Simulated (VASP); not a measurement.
Set up this calculation in VASP 6.6.1, as the native input.

```
Task                   : single point
Functional             : LDA
Potentials or basis    : VASP PAW LDA potentials, release 64 (C)
Cutoff                 : 520 eV
k mesh                 : 12 × 12 × 4
Occupations            : gaussian, width 0.05 eV
Spin                   : no spin polarisation
Dipole correction      : no
Further INCAR settings : ALGO = Normal; EDIFF = 1e-06; NBANDS = 26
```

The structure of C lies in POSCAR:

```
C
1.0
    2.4896249417      0.0000000000      0.0000000000
   -1.2448124708      2.1560784454      0.0000000000
    0.0000000000      0.0000000000      8.2142660865
C
8
Direct
   -0.0132184430     -0.0264368860      0.0929365318
    0.0132184430      0.0264368860      0.5929365318
    0.0132184430      0.0264368860      0.4070634682
   -0.0132184430     -0.0264368860      0.9070634682
    0.3223814379      0.6447628759      0.1555443640
    0.6776185621      0.3552371241      0.6555443640
    0.3442852287      0.6885704574      0.3444556360
    0.6557147713      0.3114295426      0.8444556360
```

This cell differs from its parent crystal: mode 4 frozen in at +0.000 Å and mode 5 at -0.057 Å (largest displacements).

One way to write it, as run:

INCAR

```
SYSTEM = C
ALGO = Normal
EDIFF = 1E-6
ENCUT = 520
ISIF = 2
ISMEAR = 0
LASPH = .True.
LCHARG = .False.
LREAL = .False.
LWAVE = .False.
NBANDS = 26
NELM = 60
PREC = Accurate
SIGMA = 0.05
```

KPOINTS

```
k-points
0
Gamma
  12 12 4
  0 0 0
```

Potentials or basis: VASP PAW LDA potentials, release 64 (C).

Launch:

```console
$ cat potpaw_LDA.64/C/POTCAR > POTCAR
$ mpirun -np 1 vasp_std > vasp.out
```

It gave:

```yaml
Pressure: 1.7 GPa
Largest_force: 0.404 eV/Å
Band_gap_on_the_k_mesh: 4.58 eV, indirect (least direct gap 5.33 eV)
```

Caveat: the cell differs from its parent crystal (mode 4 frozen in at +0.000 Å and mode 5 at -0.057 Å (largest displacements)).

Run time: 2 min on 1 thread of Intel(R) Xeon(R) Platinum 8259CL CPU @ 2.50GHz (Skylake/Cascade Lake), on a shared host, peak memory 0.21 GiB.
